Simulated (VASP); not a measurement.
Set up this calculation in VASP 6.6.1, as the native input.

```
Task                   : single point
Functional             : LDA
Potentials or basis    : VASP PAW LDA potentials, release 64 (Cd, Te)
Cutoff                 : 520 eV
k mesh                 : 8 × 8 × 8
Occupations            : gaussian, width 0.05 eV
Spin                   : no spin polarisation
Dipole correction      : no
Further INCAR settings : ALGO = Normal; EDIFF = 1e-06; NBANDS = 16
```

The structure of CdTe lies in POSCAR:

```
CdTe
1.0
    0.0000000000      3.0637647162      3.1894281867
    3.1894281867      0.0000000000      3.1894281867
    3.1894281867      3.0637647162      0.0000000000
Cd Te
1 1
Direct
    0.0000000000      0.0000000000      0.0000000000
    0.7500000000      0.7500000000      0.7500000000
```

This cell differs from its parent crystal: volume 31.166 Å^3 an atom, c/a of the conventional cell 0.9606.

These files were run (other wordings do the same):

INCAR

```
PREC = Accurate
ENCUT = 520
EDIFF = 1E-6
ISMEAR = 0
SIGMA = 0.05
LREAL = F
LASPH = T
NELM = 60
ALGO = Normal
ISIF = 2
LWAVE = F
LCHARG = F
NBANDS = 16
```

KPOINTS

```
regular mesh
0
Gamma
  8 8 8
```

Potentials or basis: VASP PAW LDA potentials, release 64 (Cd, Te).

Launch:

```console
$ cat potpaw_LDA.64/Cd/POTCAR potpaw_LDA.64/Te/POTCAR > POTCAR
$ mpirun -np 1 vasp_std > vasp.out
```

Results of the run:

- Pressure: 3.2 GPa
- Band gap on the k mesh: 0.73 eV, direct

Caveat: spin-orbit coupling is left out, which moves the levels of the heavy elements.

It took 58 s on 1 thread of Intel(R) Xeon(R) 6975P-C (Granite Rapids), on a shared host, peak memory 0.2 GiB.
